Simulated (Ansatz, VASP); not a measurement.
P: VASP beside Ansatz

```
P
1.0
     3.80663    0.00000    0.00000
     2.15955    3.13477    0.00000
     2.15955    1.13468    2.92221
P
2
Direct
  0.77292 0.77292 0.77292
  0.22708 0.22708 0.22708
```

Change from the starting cell: volume scaled by 1.08.

Alike in both runs: functional PBEsol; dispersion D4; k mesh 9 × 9 × 9; occupations tetrahedron; collinear spin.

```csv
,VASP,Ansatz
version,VASP 6.6.1,Ansatz 0.2.0
potentials or method,"VASP PAW PBE potentials, release 64 (P), cutoff 520 eV","all-electron LAPW, scalar-relativistic"
task,single point,band structure
```

```csv
,VASP,Ansatz,Ansatz less VASP
gap on the k mesh at the Fermi level (eV),none,none,-
pressure (GPa),-9.4,-9.3,+0.02
"traceless stress, the component that is largest in VASP (GPa)",0.17,0.11,-0.058
rms of the force components (eV/Å),0.161,0.151,-0.0101
net moment per atom (μB),0.00,0.00,0.000
```

VASP's potentials were made for PBE, not for PBEsol. Atom by atom the forces differ by 0.010 eV/Å (rms over components). A gap of «none» marks a metal or a gap that the smearing closes. Ansatz ran all-electron here, and VASP with PAW potentials.
